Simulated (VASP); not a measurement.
# K2FeO3 (P-6m2) in VASP: single point with PBE

Aim: the single point of K2FeO3 with PBE.

Everything below comes from runs of VASP 6.6.1. Logs are shortened: lines on timing, memory, paths and dates and some standing lists are left out, and cuts for length are marked.

## 1. The cell of the first run

Symmetry: P-6m2, No. 187, hexagonal system. Conventional cell: a = 5.668 Å, b = 5.668 Å, c = 6.284 Å, α = 90.00°, β = 90.00°, γ = 120.00°. Within 3.7 Å of K (site symmetry -6m2) lie 6 O at 2.83 Å and 2 K at 3.14 Å and 3 Fe at 3.27 Å. K (site symmetry -6m2) has 2 K at 3.14 Å and 12 O at 4.23 Å within 4.3 Å. Fe (site symmetry -6m2) has 3 O at 1.64 Å within 2.2 Å. Within 2.2 Å of O (site symmetry mm2) lie 1 Fe at 1.64 Å.

The cell was built from a structure type or drawn by symmetry, and may not be a known phase.

## 2. Single point, PBE, collinear spin, ferromagnetic start

The input, INCAR:

```
SYSTEM = K2FeO3
PREC = Accurate
ENCUT = 520
EDIFF = 1E-6
ISMEAR = 0
SIGMA = 0.1
LREAL = .FALSE.
LASPH = .TRUE.
NELM = 150
ALGO = Normal
ISIF = 2
LWAVE = .FALSE.
LCHARG = .FALSE.
ISPIN = 2
MAGMOM = 0 0 1.5 0 0 0
LORBIT = 11
LMAXMIX = 4
GGA = PE
NBANDS = 35
```

The input, KPOINTS:

```
Automatic mesh
0
G
  6 6 4
  0 0 0
```

The input, POSCAR:

```
K2FeO3
1.0
    5.6682412420      0.0000000000      0.0000000000
   -2.8341206210      4.9088409103      0.0000000000
    0.0000000000      0.0000000000      6.2835990590
K Fe O
2 1 3
Direct
    0.0000000000      0.0000000000      0.5000000000
    0.0000000000      0.0000000000      0.0000000000
    0.6666666667      0.3333333333      0.5000000000
    0.4998052505      0.5001947495      0.5000000000
    0.4998052505      0.9996105011      0.5000000000
    0.0003894989      0.5001947495      0.5000000000
```

Potentials or basis: VASP PAW PBE potentials, release 64 (K_sv, Fe, O).

Run with:

```bash
$ cat potpaw_PBE.64/K_sv/POTCAR potpaw_PBE.64/Fe/POTCAR potpaw_PBE.64/O/POTCAR > POTCAR
$ mpirun -np 1 vasp_std > vasp.out
```

OUTCAR:

```text
SYSTEM = K2FeO3
   PREC = Accurate
   ENCUT = 520
   EDIFF = 1E-6
   ISMEAR = 0
   LREAL = .FALSE.
   LASPH = .TRUE.
   NELM = 150
   ISIF = 2
   ISPIN = 2
   LORBIT = 11
   GGA = PE

 ion  position               nearest neighbor table
   1  0.000  0.000  0.500-   6 2.83   5 2.83   4 2.83   4 2.83   6 2.83   5 2.83   2 3.14   2 3.14
                             3 3.27   3 3.27   3 3.27
   2  0.000  0.000  0.000-   1 3.14   1 3.14
   3  0.667  0.333  0.500-   5 1.64   6 1.64   4 1.64   1 3.27   1 3.27   1 3.27
   4  0.500  0.500  0.500-   3 1.64   1 2.83   1 2.83
   5  0.500  1.000  0.500-   3 1.64   1 2.83   1 2.83
   6  0.000  0.500  0.500-   3 1.64   1 2.83   1 2.83

  LATTYP: Found a hexagonal cell.
 ALAT       =     5.6682412420
 C/A-ratio  =     1.1085623901

  Lattice vectors:

 A1 = (   5.6682412420,   0.0000000000,   0.0000000000)
 A2 = (  -2.8341206210,   4.9088409103,   0.0000000000)
 A3 = (   0.0000000000,   0.0000000000,   6.2835990590)

Analysis of symmetry for initial positions (statically):
=====================================================================
 Subroutine PRICEL returns:
 Original cell was already a primitive cell.

 Routine SETGRP: Setting up the symmetry group for a
 hexagonal supercell.

 Subroutine GETGRP returns: Found 12 space group operations
 (whereof 12 operations were pure point group operations)
 out of a pool of 24 trial point group operations.

The static configuration has the point symmetry D_3h.

Analysis of symmetry for dynamics (positions and initial velocities):
=====================================================================
 Subroutine PRICEL returns:
 Original cell was already a primitive cell.

 Routine SETGRP: Setting up the symmetry group for a
 hexagonal supercell.

 Subroutine GETGRP returns: Found 12 space group operations
 (whereof 12 operations were pure point group operations)
 out of a pool of 24 trial point group operations.

The dynamic configuration has the point symmetry D_3h.

Analysis of structural, dynamic, and magnetic symmetry:
=====================================================================
 Subroutine PRICEL returns:
 Original cell was already a primitive cell.

 Routine SETGRP: Setting up the symmetry group for a
 hexagonal supercell.

 Subroutine GETGRP returns: Found 12 space group operations
 (whereof 12 operations were pure point group operations)
 out of a pool of 24 trial point group operations.

[... 136 lines left out ...]
 Gauss-broadening in eV      SIGMA  =   0.10
  energy-cutoff  :      520.00
  volume of cell :      174.84
 maximum number of plane-waves:      4751
   NGX = 21   NGY = 21   NGZ = 23

 number of electron      44.0000020 magnetization       2.0000256

 Free energy of the ion-electron system (eV)
  ---------------------------------------------------
  ext. energy  EPLUGINS =         0.00000000
  ---------------------------------------------------
  free energy    TOTEN  =       -30.98327864 eV

  energy without entropy =      -30.98327864  energy(sigma->0) =      -30.98327864

 E-fermi :   0.2128     XC(G=0):  -6.5415

 val. band max:       -0.1966622390   @ k =   0.3333   0.3333   0.0000
 cond. band min:       0.5752861568   @ k =   0.0000   0.0000   0.0000
 fundamental gap:      0.7719483958
 Fermi energy:         0.2127773200

 spin component 1

 k-point     1 :       0.0000    0.0000    0.0000
  band No.  band energies     occupation
      1     -33.2820      1.00000
      2     -30.6731      1.00000
      3     -18.1945      1.00000
      4     -17.5238      1.00000
      5     -17.5238      1.00000
      6     -16.9357      1.00000
[... 766 lines left out ...]
     33       4.8677      0.00000
     34       4.9917      0.00000
 Fermi energy:         0.2127773200

 spin component 2

 k-point     1 :       0.0000    0.0000    0.0000
  band No.  band energies     occupation
      1     -33.2854      1.00000
      2     -30.6762      1.00000
      3     -17.9702      1.00000
      4     -17.2802      1.00000
      5     -17.2802      1.00000
      6     -16.9394      1.00000
[... 766 lines left out ...]
     33       4.8651      0.00000
     34       5.0095      0.00000
 [bands above 34 left out]

------------------------ aborting loop because EDIFF is reached ----------------------------------------

  FORCE on cell =-STRESS in cart. coord.  units (eV):
  Direction    XX          YY          ZZ          XY          YZ          ZX
  --------------------------------------------------------------------------------------
  -------------------------------------------------------------------------------------
  Total        1.5110727      1.5110727      0.1623952     -0.0000000      0.0000000      0.0000000
  in kB       13.8471432     13.8471432      1.4881547     -0.0000000      0.0000000      0.0000000
  external PRESSURE =       9.7274803 kB  Pullay stress =       0.0000000 kB

 VOLUME and BASIS-vectors are now :
 -----------------------------------------------------------------------------
  energy-cutoff  :      520.00
  volume of cell :      174.84
      direct lattice vectors                 reciprocal lattice vectors
     5.668241242  0.000000000  0.000000000     0.176421567  0.101857039  0.000000000
    -2.834120621  4.908840910  0.000000000     0.000000000  0.203714078  0.000000000
     0.000000000  0.000000000  6.283599059     0.000000000  0.000000000  0.159144463

 POSITION                                       TOTAL-FORCE (eV/Angst)
 -----------------------------------------------------------------------------------
      0.00000      0.00000      3.14180         0.000000     -0.000000      0.000000
      0.00000      0.00000      0.00000         0.000000     -0.000000      0.000000
      2.83412      1.63628      3.14180         0.000000     -0.000000      0.000000
      1.41540      2.45538      3.14180        -0.381285      0.220135     -0.000000
     -0.00000      4.90693      3.14180         0.000000     -0.440270     -0.000000
     -1.41540      2.45538      3.14180         0.381285      0.220135     -0.000000
 -----------------------------------------------------------------------------------
    total drift:                               -0.000003      0.000002     -0.000000

  FREE ENERGIE OF THE ION-ELECTRON SYSTEM (eV)
  ---------------------------------------------------
  free  energy   TOTEN  =       -30.9832786439 eV

  energy  without entropy=      -30.9832786430  energy(sigma->0) =      -30.98327864

 total charge

# of ion       s       p       d       tot
------------------------------------------
    1        1.957   5.584   0.038   7.579
    2        1.949   5.567   0.006   7.522
    3        0.680   0.898   6.465   8.043
    4        1.592   3.330   0.000   4.922
    5        1.592   3.330   0.000   4.922
    6        1.592   3.330   0.000   4.922
--------------------------------------------------
tot          9.363  22.039   6.509  37.910

 magnetization (x)

# of ion       s       p       d       tot
------------------------------------------
    1       -0.001  -0.001  -0.001  -0.002
    2       -0.002  -0.000  -0.000  -0.002
    3        0.006  -0.009   1.539   1.536
    4        0.001   0.119   0.000   0.120
    5        0.001   0.119   0.000   0.120
    6        0.001   0.119   0.000   0.120
--------------------------------------------------
tot          0.007   0.347   1.539   1.893
```

It took 8 min on 1 thread of Intel Xeon 8259CL, shared host; peak memory 0.46 GiB.

What came out:

| Property | Result |
| --- | --- |
| Free energy | -30.9833 eV |
| Pressure | 1.0 GPa |
| Largest force | 0.440 eV/Å |
| Band gap on the k mesh | 0.77 eV (least direct gap 0.79 eV) |
| Net moment | 2.00 μB per cell |
| Site moments | K -0.00; Fe +1.54; O +0.12 μB |
| Valence electrons inside the program's atomic spheres | K 7.58, 7.52; Fe 8.04; O 4.92 |

Forces on the atoms (eV/Å):
```
K    0.000  0.000  0.000
K    0.000  0.000  0.000
Fe   0.000  0.000  0.000
O   -0.381  0.220  0.000
O    0.000 -0.440  0.000
O    0.381  0.220  0.000
```

Caveat: a cell with one magnetic atom can't hold antiferromagnetic order, which such compounds often take. A k mesh can miss the band edges.
